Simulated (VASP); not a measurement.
A run of VASP 6.6.1 is set up as follows.

Contents of INCAR:

```
ALGO = Normal ; EDIFF = 1E-7
ENCUT = 520 ; ISIF = 2
ISMEAR = 0 ; LASPH = T
LCHARG = F ; LREAL = F
LWAVE = F ; NBANDS = 25
NELM = 100 ; PREC = Accurate
SIGMA = 0.01
```

File KPOINTS:

```
k-points
0
Gamma
  6 6 8
```

Contents of POSCAR:

```
SiO2
1.0
    4.2792253149      0.0000000000      0.0000000000
    0.0000000000      4.2792253149      0.0000000000
    0.0000000000      0.0000000000      2.7302303663
Si O
2 4
Direct
    0.0000000000      0.0000000000      0.0000000000
    0.5000000000      0.5000000000      0.5000000000
    0.3059000000      0.3059000000      0.0000000000
    0.1941000000      0.8059000000      0.5000000000
    0.6941000000      0.6941000000      0.0000000000
    0.8059000000      0.1941000000      0.5000000000
```

Potentials or basis: VASP PAW LDA potentials, release 64 (Si, O).

Command:

```bash
$ cat potpaw_LDA.64/Si/POTCAR potpaw_LDA.64/O/POTCAR > POTCAR
$ mpirun -np 1 vasp_std > vasp.out
```

Problem. Predict the pressure.

Solution. -22.7 GPa.

Problem. Predict the band gap on the k mesh.

Solution. 4.37 eV.

Problem. What does it give for the largest force?

Solution. 0.450 eV/Å.

Stress tensor (GPa, compression positive):
```
-21.77   0.00   0.00
  0.00 -21.77   0.00
  0.00   0.00 -24.67
```

Caveat: the cell stands under tension. A k mesh can miss the band edges.
